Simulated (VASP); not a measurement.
Here is a VASP 6.6.1 calculation.

The input INCAR:

```
ALGO = Normal ; EDIFF = 1E-6
ENCUT = 520 ; GGA = PE
ISIF = 2 ; ISMEAR = -1
LASPH = True ; LCHARG = True
LELF = True ; LREAL = False
LVHAR = True ; LWAVE = False
NBANDS = 14 ; NELM = 100
PREC = Accurate ; SIGMA = 0.02
```

Contents of KPOINTS:

```
k-points
0
Gamma
  8 8 8
```

Contents of POSCAR:

```
NaI
1.0
    0.0000000000      3.2364000000      3.2364000000
    3.2364000000      0.0000000000      3.2364000000
    3.2364000000      3.2364000000      0.0000000000
Na I
1 1
Direct
    0.0000000000      0.0000000000      0.0000000000
    0.5308985292      0.5308985292      0.4691014708
```

Potentials or basis: VASP PAW PBE potentials, release 64 (Na_pv, I).

Command:

```console
$ cat potpaw_PBE.64/Na_pv/POTCAR potpaw_PBE.64/I/POTCAR > POTCAR
$ mpirun -np 1 vasp_std > vasp.out
```

(1) Estimate the band gap on the k mesh.

(2) Estimate the largest force.

(3) Estimate the pressure.

## Answers

(1) 3.65 eV, direct.

(2) 0.207 eV/Å.

(3) 0.7 GPa.

Caveat: the cell differs from its parent crystal (atom 2 (I) moved by [0.0, 0.0, 0.2] A); spin-orbit coupling is left out, which moves the levels of the heavy elements.
